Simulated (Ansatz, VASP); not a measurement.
**Au in VASP and in Ansatz**

File INCAR:

```
SYSTEM = Au
  PREC = Accurate
  ENCUT = 520
  EDIFF = 1E-7
  ISMEAR = 0
  SIGMA = 0.1
  LREAL = .False.
  LASPH = .True.
  NELM = 80
  ALGO = Fast
  ISIF = 2
  LWAVE = .False.
  LCHARG = .False.
  GGA = PS
  NBANDS = 18
```

File KPOINTS:

```
regular mesh
0
Gamma
  9 9 16
  0 0 0
```

POSCAR

```
Au
1.0
    4.0010029893      0.0000000000     -0.0036475019
    0.0000000000      4.0010046519      0.0000000000
   -2.0024093767      0.0000000000      2.1123664325
Au
2
Direct
    0.0000000000      0.0000000000      0.0000000000
    0.5000000000      0.5000000000      0.0000000000
```

Input for Ansatz:

```yaml
crystal:
  lattice:
    - [4.0010029893, 0.0, -0.0036475019]
    - [0.0, 4.0010046519, 0.0]
    - [-2.0024093767, 0.0, 2.1123664325]
  atoms:
    - { symbol: Au, position: [0.0, 0.0, 0.0] }
    - { symbol: Au, position: [0.5, 0.5, 0.0] }
basis:
  ecutwfc: 420
kpoints:
  mp_grid: { grid: [9, 9, 16] }
hamiltonian:
  xc: pbesol
scf:
  occupations: { method: gaussian, width: 0.1 }
output:
  forces: true
  stress: true
  eigenvalues: true
  write_density: true
  write_potential: true
  elf: true
  volumetric_format: npy
```

Change from the starting cell: band edges of the strained film's bulk.

Alike in both runs: task single point; functional PBEsol; k mesh 9 × 9 × 16; occupations gaussian, width 0.1 eV; no spin polarisation.

|  | VASP | Ansatz |
| --- | --- | --- |
| version | VASP 6.6.1 | Ansatz 0.2.0 |
| potentials or method | VASP PAW PBE potentials, release 64 (Au), cutoff 520 eV | scalar-relativistic, plane waves, PAW |
| valence electrons in the cell | 22 | 38 |

|  | VASP | Ansatz | Ansatz less VASP |
| --- | --- | --- | --- |
| gap on the k mesh at the Fermi level (eV) | none | none | - |
| pressure (GPa) | 1.0 | 1.3 | +0.31 |
| traceless stress, the component that is largest in VASP (GPa) | -1.35 | -1.33 | +0.019 |

VASP's potentials were made for PBE, not for PBEsol. A gap of «none» marks a metal or a gap that the smearing closes. VASP's potentials hold 22 valence electrons a cell and Ansatz's 38, so a difference there can come from the potentials and not from the codes.

Neither program's run includes spin-orbit coupling.
